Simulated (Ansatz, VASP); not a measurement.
**Si3P in VASP and in Ansatz**

```
Si P
1.0
     4.31549    0.00000    0.00000
     0.00000    4.31549    0.00000
     0.00000    0.00000    3.10820
Si P
3 1
Direct
  0.00000 0.50000 0.50000
  0.50000 0.00000 0.50000
  0.50000 0.50000 0.00000
  0.00000 0.00000 0.00000
```

Alike in both runs: functional PBE; k mesh 12 × 12 × 16; occupations gaussian, width 0.1 eV; no spin polarisation.

Ansatz relaxed the structure, and its values are those at the end. VASP's run is a single point on that final structure, the one shown.

|  | VASP | Ansatz |
| --- | --- | --- |
| version | VASP 6.6.1 | Ansatz 0.2.0 |
| potentials or method | VASP PAW PBE potentials, release 64 (Si, P), cutoff 520 eV | scalar-relativistic, plane waves, PAW |
| valence electrons in the cell | 17 | 17 |

|  | VASP | Ansatz | Ansatz less VASP |
| --- | --- | --- | --- |
| gap on the k mesh at the Fermi level (eV) | none | none | - |
| pressure (GPa) | -0.1 | 0.0 | +0.05 |

A gap of «none» marks a metal or a gap that the smearing closes.
